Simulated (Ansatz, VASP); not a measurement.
**Two plane-wave programs on Ru**

```xyz
2
Lattice="2.7236 0.0000 0.0000 -1.3618 2.3587 0.0000 0.0000 0.0000 4.2891" Properties=species:S:1:pos:R:3 pbc="T T T"
Ru    0.0000    1.5724    1.0723
Ru    1.3618    0.7862    3.2168
```

Alike in both runs: task single point; functional PBE; k mesh 13 × 13 × 7; occupations fermi-dirac, width 0.1 eV; no spin polarisation.

|  | VASP | Ansatz |
| --- | --- | --- |
| version | VASP 6.6.1 | Ansatz 0.2.0 |
| potentials or method | VASP PAW PBE potentials, release 64 (Ru_pv), cutoff 520 eV | plane waves (420 eV) with PAW, scalar-relativistic |
| valence electrons in the cell | 28 | 32 |

Ansatz gave:

```
pressure (GPa)                                                : 0.1
traceless stress, the component that is largest in VASP (GPa) : 0.32
```

**Question.** Which values does VASP return?

**Answer.** Pressure (GPa): 0.0; traceless stress, the component that is largest in VASP (GPa): 0.33.

VASP's potentials hold 28 valence electrons a cell and Ansatz's 32, so a difference there can come from the potentials and not from the codes.
